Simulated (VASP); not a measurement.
# Au (Cmce) in VASP: further runs, part 2 of 2

VASP 6.6.1. The steps go on from the part before.

## (3) Relaxation of cell and atoms, PBEsol

File INCAR:

```
ALGO = Normal
EDIFF = 1E-6
EDIFFG = -0.04
ENCUT = 600
GGA = PS
IBRION = 2
ISIF = 3
ISMEAR = 0
LASPH = T
LCHARG = F
LREAL = F
LWAVE = F
NELM = 60
NSW = 90
PREC = Accurate
SIGMA = 0.1
```

File KPOINTS:

```
k-points
0
Gamma
  4 4 4
```

File POSCAR:

```
Au
1.0
    2.2416747872     -3.7992230503      0.0000000000
    2.2416747872      3.7992230503      0.0000000000
    0.0000000000      0.0000000000      4.4893131936
Au
4
Direct
    0.1525000000      0.8475000000      0.0785000000
    0.6525000000      0.3475000000      0.4215000000
    0.8475000000      0.1525000000      0.9215000000
    0.3475000000      0.6525000000      0.5785000000
```

Potentials or basis: VASP PAW PBE potentials, release 64 (Au).

The run is started by

```sh
$ cat potpaw_PBE.64/Au/POTCAR > POTCAR
$ mpirun -np 1 vasp_std > vasp.out
```

OUTCAR:

```text
EDIFF = 1E-6
   EDIFFG = -0.04
   ENCUT = 600
   GGA = PS
   IBRION = 2
   ISIF = 3
   ISMEAR = 0
   LASPH = T
   LREAL = F
   NELM = 60
   NSW = 90
   PREC = Accurate

 ion  position               nearest neighbor table
   1  0.153  0.847  0.078-   3 2.42   4 2.69   4 2.69   2 2.72   2 2.72   3 2.78   3 2.78
   2  0.653  0.347  0.422-   4 2.42   3 2.69   3 2.69   1 2.72   1 2.72   4 2.78   4 2.78
   3  0.847  0.153  0.922-   1 2.42   2 2.69   2 2.69   4 2.72   4 2.72   1 2.78   1 2.78
   4  0.347  0.653  0.578-   2 2.42   1 2.69   1 2.69   3 2.72   3 2.72   2 2.78   2 2.78

  LATTYP: Found a base centered orthorhombic cell.
 ALAT       =     4.4833495744
 B/A-ratio  =     1.6948145520
 C/A-ratio  =     1.0013301705

  Lattice vectors:

 A1 = (   2.2416747872,  -3.7992230503,   0.0000000000)
 A2 = (   2.2416747872,   3.7992230503,   0.0000000000)
 A3 = (   0.0000000000,   0.0000000000,   4.4893131936)

Analysis of symmetry for initial positions (statically):
=====================================================================
 Subroutine PRICEL returns:
 Original cell was already a primitive cell.

 Routine SETGRP: Setting up the symmetry group for a
 base centered orthorhombic supercell.

 Subroutine GETGRP returns: Found  8 space group operations
 (whereof  4 operations were pure point group operations)
 out of a pool of  8 trial point group operations.

The static configuration has the point symmetry C_2h.
 The point group associated with its full space group is D_2h.

Analysis of symmetry for dynamics (positions and initial velocities):
=====================================================================
 Subroutine PRICEL returns:
 Original cell was already a primitive cell.

 Routine SETGRP: Setting up the symmetry group for a
 base centered orthorhombic supercell.

 Subroutine GETGRP returns: Found  8 space group operations
 (whereof  4 operations were pure point group operations)
 out of a pool of  8 trial point group operations.

The dynamic configuration has the point symmetry C_2h.
 The point group associated with its full space group is D_2h.

 Subroutine INISYM returns: Found  8 space group operations
 (whereof  4 operations are pure point group operations),
 and found     1 'primitive' translations

----------------------------------------------------------------------------------------

                                     Primitive cell

  volume of cell :      76.4676

  direct lattice vectors                    reciprocal lattice vectors
     2.241674787 -3.799223050  0.000000000     0.223047519 -0.131605856  0.000000000
     2.241674787  3.799223050  0.000000000     0.223047519  0.131605856  0.000000000
     0.000000000  0.000000000  4.489313194     0.000000000  0.000000000  0.222751222

  length of vectors
     4.411258509  4.411258509  4.489313194     0.258979337  0.258979337  0.222751222

  position of ions in fractional coordinates (direct lattice)
     0.152500000  0.847500000  0.078500000
     0.652500000  0.347500000  0.421500000
     0.847500000  0.152500000  0.921500000
     0.347500000  0.652500000  0.578500000

  ion indices of the primitive-cell ions
   primitive index   ion index
                 1           1
                 2           2
                 3           3
                 4           4

[... 59 lines left out ...]
   ISTART =      0    job   : 0-new  1-cont  2-samecut
   ICHARG =      2    charge: 1-file 2-atom 10-const
   ISPIN  =      1    spin polarized calculation?
   LNONCOLLINEAR =      F non collinear calculations
   LSORBIT =      F    spin-orbit coupling
   LASPH  =      T    aspherical Exc in radial PAW
   ENCUT  =  600.0 eV  44.10 Ry    6.64 a.u.   8.81  8.81  8.97*2*pi/ulx,y,z
   NELM   =     60;   NELMIN=  2; NELMDL= -5     # of ELM steps
   EDIFF  = 0.1E-05   stopping-criterion for ELM
   LREAL  =      F    real-space projection
   EDIFFG = -.4E-01   stopping-criterion for IOM
   NSW    =     90    number of steps for IOM
   IBRION =      2    ionic relax: 0-MD 1-quasi-New 2-CG
   NFREE  =      1    steps in history (QN), initial steepest desc. (CG)
   ISIF   =      3    stress and relaxation
   ISYM   =      2    0-nonsym 1-usesym 2-fastsym
   POTIM  = 0.5000    time-step for ionic-motion
   TEBEG  =    0.0;   TEEND  =   0.0 temperature during run
   PSTRESS=    0.0 pullay stress
   NELECT =      44.0000    total number of electrons
   NUPDOWN=      -1.0000    fix difference up-down
   EMIN   =  10.00;   EMAX   =-10.00  energy-range for DOS
   EFERMI =   0.00;   METHOD = LEGACY
   ISMEAR =     0;   SIGMA  =   0.10  broadening in eV -4-tet -1-fermi 0-gaus
   EFERMI_NEDOS =   21; number of points for ismear=-14 and -15
   IALGO  =     38    algorithm
   IMIX   =      4    mixing-type and parameters
     AMIX     =   0.40;   BMIX     =  1.00
     AMIX_MAG =   1.60;   BMIX_MAG =  1.00
  volume/ion in A,a.u.               =      19.12       129.01
  Fermi-wavevector in a.u.,A,eV,Ry     =   1.361654  2.573152 25.226567  1.854100
  Thomas-Fermi vector in A             =   2.488211
   LORBIT       =      0    0 simple, 1 ext, 2 COOP (PROOUT), +10 PAW based schemes
   GGA     = PS    functional components
   LHFCALC =     F    Hartree Fock is set to
   AEXX    =    0.0000 exact exchange contribution
   IVDW    =     0    specifies the selected vdW correction
   LEPSILON=     F    determine dielectric tensor
   LRPA    =     F    only Hartree local field effects (RPA)
 conjugate gradient relaxation of ions
 non-spin polarized calculation
 Gauss-broadening in eV      SIGMA  =   0.10
  energy-cutoff  :      600.00
  volume of cell :       76.47
 maximum number of plane-waves:      2570
   NGX = 17   NGY = 17   NGZ = 17

--------------------------------------- Ionic step        1  -------------------------------------------

 number of electron      43.9999998 magnetization

 Free energy of the ion-electron system (eV)
  ---------------------------------------------------
  ext. energy  EPLUGINS =         0.00000000
  ---------------------------------------------------
  free energy    TOTEN  =       -13.51458337 eV

  energy without entropy =      -13.50389384  energy(sigma->0) =      -13.50923860

------------------------ aborting loop because EDIFF is reached ----------------------------------------

  FORCE on cell =-STRESS in cart. coord.  units (eV):
  Direction    XX          YY          ZZ          XY          YZ          ZX
  --------------------------------------------------------------------------------------
  -------------------------------------------------------------------------------------
  Total        2.5695638     12.6698174      5.3821794      0.0000000     -0.0000000      0.0000000
  in kB       53.8384670    265.4627814    112.7694478      0.0000000     -0.0000000      0.0000000
  external PRESSURE =     144.0235654 kB  Pullay stress =       0.0000000 kB
[... 25 lines left out ...]
--------------------------------------- Ionic step        2  -------------------------------------------

 number of electron      44.0000006 magnetization

 E-fermi :   4.3742     XC(G=0): -10.6431

 val. band max:        4.3309043811   @ k =  -0.2500   0.2500   0.2500
 cond. band min:       4.5135671188   @ k =   0.2500   0.2500   0.5000
 fundamental gap:      0.1826627377
 Fermi energy:         4.3742199323

 k-point     1 :       0.0000    0.0000    0.0000
  band No.  band energies     occupation
      1      -2.7844      2.00000
      2      -0.4697      2.00000
      3      -0.3550      2.00000
      4      -0.3290      2.00000
      5      -0.1439      2.00000
      6      -0.0724      2.00000
[... 667 lines left out ...]
  FREE ENERGIE OF THE ION-ELECTRON SYSTEM (eV)
  ---------------------------------------------------
  free  energy   TOTEN  =       -14.0722959693 eV

  energy  without entropy=      -14.0670912968  energy(sigma->0) =      -14.06969363

[... ionic steps 4 to 46 ...]

--------------------------------------- Ionic step       47  -------------------------------------------

 number of electron      44.0000006 magnetization

------------------------ aborting loop because EDIFF is reached ----------------------------------------
[... 71 lines left out ...]
--------------------------------------- Ionic step       49  -------------------------------------------

 number of electron      44.0000003 magnetization

 Free energy of the ion-electron system (eV)
  ---------------------------------------------------
  ext. energy  EPLUGINS =         0.00000000
  ---------------------------------------------------
  free energy    TOTEN  =       -15.75543347 eV

  energy without entropy =      -15.75261730  energy(sigma->0) =      -15.75402539

 E-fermi :   8.8089     XC(G=0): -12.8914

 val. band max:        8.5405309699   @ k =   0.2500  -0.0000   0.0000
 cond. band min:       8.8565923906   @ k =   0.5000  -0.0000   0.0000
 fundamental gap:      0.3160614207
 Fermi energy:         8.8089375294

 k-point     1 :       0.0000    0.0000    0.0000
  band No.  band energies     occupation
      1      -0.6275      2.00000
      2       2.4221      2.00000
      3       2.4491      2.00000
      4       3.2650      2.00000
      5       3.2674      2.00000
      6       3.9925      2.00000
[... 629 lines left out ...]
  FREE ENERGIE OF THE ION-ELECTRON SYSTEM (eV)
  ---------------------------------------------------
  free  energy   TOTEN  =       -15.7554334728 eV

  energy  without entropy=      -15.7526173035  energy(sigma->0) =      -15.75402539

 reached required accuracy - stopping structural energy minimisation
```

OSZICAR:

```text
N       E                     dE             d eps       ncg     rms          rms(c)
DAV:   1     0.305720214086E+03    0.30572E+03   -0.24995E+04  1092   0.182E+03
DAV:   2    -0.601461542965E+01   -0.31173E+03   -0.30222E+03  1224   0.359E+02
[... 432 lines left out ...]
  48 F= -.15755002E+02 E0= -.15753594E+02  d E =-.220560E-02
       N       E                     dE             d eps       ncg     rms          rms(c)
DAV:   1    -0.157578359370E+02   -0.28346E-02   -0.14837E-01  1094   0.248E+00    0.249E-01
DAV:   2    -0.157560285282E+02    0.18074E-02   -0.29038E-03  1104   0.413E-01    0.121E-01
DAV:   3    -0.157554640050E+02    0.56452E-03   -0.83233E-04  1118   0.201E-01    0.479E-02
DAV:   4    -0.157554330910E+02    0.30914E-04   -0.98469E-05  1162   0.649E-02    0.164E-02
DAV:   5    -0.157554334728E+02   -0.38185E-06   -0.45532E-06  1010   0.145E-02
  49 F= -.15755433E+02 E0= -.15754025E+02  d E =-.431864E-03
```

Wall time 23 min (1 thread of Intel Xeon 8259CL, shared host); peak memory 0.24 GiB.

What came out:

```
Free energy                           : -15.7554 eV
Relaxed volume                        : 17.02 Å³/atom
Relaxed cell                          : a = 3.360 Å, b = 3.360 Å, c = 6.030 Å, α = 90.00°, β = 90.00°, γ = 89.98°
Space group after relaxing (to 0.1 Å) : I4/mmm (No. 139)
Energy gained by relaxing             : 560.2 meV/atom
Ionic steps                           : 49
Pressure after relaxing               : 0.0 GPa
Largest force after relaxing          : 0.004 eV/Å
Band gap on the k mesh                : zero (bands 22 and 23 overlap by 4.25 eV)
```

Forces in eV/Å, atoms in the order of the input:
```
Au   0.000 -0.002 -0.003
Au   0.000 -0.002  0.003
Au   0.000  0.002  0.003
Au   0.000  0.002 -0.003
```

Stress tensor (GPa, compression positive):
```
-0.01  0.00  0.00
 0.00  0.16  0.00
 0.00  0.00 -0.03
```

The path:
```csv
step,energy change (eV),largest force (eV/Å),pressure (GPa),volume (Å³)
1,0.0000,2.0107,14.40,76.47
3,-0.5577,0.1090,-1.62,84.94
5,-0.5599,0.1542,-0.86,84.28
7,-0.5849,0.0540,1.20,83.12
9,-0.5994,0.0572,-0.31,84.31
11,-0.6107,0.2728,0.34,83.79
13,-0.6280,0.2772,0.22,83.92
15,-0.7379,0.3715,-0.96,84.20
17,-1.3741,0.5798,-13.08,79.78
19,-1.3773,0.5647,-13.21,79.78
21,-1.3893,0.4922,-13.77,79.72
23,-1.4428,0.2376,-14.89,79.31
25,-1.4414,0.2424,-14.82,79.27
27,-1.5179,0.2495,-14.01,78.39
29,-1.7351,0.4670,-8.71,74.49
31,-1.7866,0.5890,-6.11,73.00
33,-2.0644,0.5289,-1.63,69.58
35,-2.1021,0.5092,1.16,68.21
37,-2.1215,0.4565,1.06,68.17
39,-2.1525,0.2868,-1.93,69.32
41,-2.2126,0.1965,0.62,68.01
43,-2.2295,0.2251,-0.14,68.19
45,-2.2354,0.1650,0.08,68.07
47,-2.2403,0.0080,-0.43,68.25
49,-2.2409,0.0037,0.04,68.08
```

Final structure:
```
CELL_PARAMETERS angstrom
2.37640 -2.37554 0.00000
2.37640 2.37554 0.00000
0.00000 0.00000 6.02980
ATOMIC_POSITIONS crystal
Au 0.24992 0.75008 0.12505
Au 0.74992 0.25008 0.37495
Au 0.75008 0.24992 0.87495
Au 0.25008 0.74992 0.62505
```

Levels at points of the mesh, in eV from the Fermi level:
```tsv
k point	band 20	band 21	band 22	band 23	band 24	band 25
(0.00, 0.00, 0.00)	-1.31	-1.08	-0.48	-0.48	5.73	5.73
(0.50, 0.00, 0.00)	-1.72	-0.88	-0.88	0.05	0.05	4.43
(0.50, 0.50, 0.00)	-0.97	-0.62	-0.61	3.48	3.49	3.59
(0.00, 0.00, 0.50)	-2.31	-1.71	-1.71	3.74	3.74	8.62
(0.50, 0.00, 0.50)	-1.57	-1.03	-1.03	-1.03	-1.03	8.76
(0.50, 0.50, 0.50)	-2.40	3.22	3.22	3.22	3.22	3.25
```

Caveat: the k points lie up to 0.47 Å⁻¹ apart in the final cell, too coarse for converged energies and pressures of a metal; a cell axis changed by over 15 % at a fixed basis, so the end point is rough; the PAW data sets were made with another functional, which shifts forces and pressure a little; spin-orbit coupling is left out, which moves the levels of the heavy elements.

The gap in the log of VASP goes by the Fermi energy; the results here count the filled bands.